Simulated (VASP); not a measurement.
Runs of VASP 6.6.1 on CdTe. The structure is that of space group I-4m2 (No. 119), or close to it. The cells are those of the table. 

```tsv
cell	gap on the mesh (eV)	pressure (GPa)
a = 4.681, b = 4.681, c = 4.820 Å, angles 59.0, 59.0, 62.0°, 2 atoms	0.38	-0.9
a = 4.610, b = 4.610, c = 4.679 Å, angles 59.5, 59.5, 61.0°, 2 atoms	0.61	1.3
a = 4.750, b = 4.750, c = 4.820 Å, angles 59.5, 59.5, 61.0°, 2 atoms	0.36	-1.7
a = 4.645, b = 4.645, c = 4.749 Å, angles 59.3, 59.3, 61.5°, 2 atoms	0.49	0.1
a = 4.681, b = 4.681, c = 4.539 Å, angles 61.0, 61.0, 58.0°, 2 atoms	(a)	1.3
a = 4.715, b = 4.715, c = 4.820 Å, angles 59.3, 59.3, 61.5°, 2 atoms	0.37	(b)
```

Alike in all rows: task single point; level PBE; potentials or basis VASP PAW PBE potentials, release 64 (Cd, Te); no spin polarisation; k mesh 10 × 10 × 10; cutoff (eV) 520; smearing gaussian 0.05 eV.

Q: Estimate the missing entries.

A: (a) 0.59; (b) -1.3.

Caveats: spin-orbit coupling is left out, which moves the levels of the heavy elements.

A k mesh can miss the band edges, and the runs leave out spin-orbit coupling on Cd, Te.
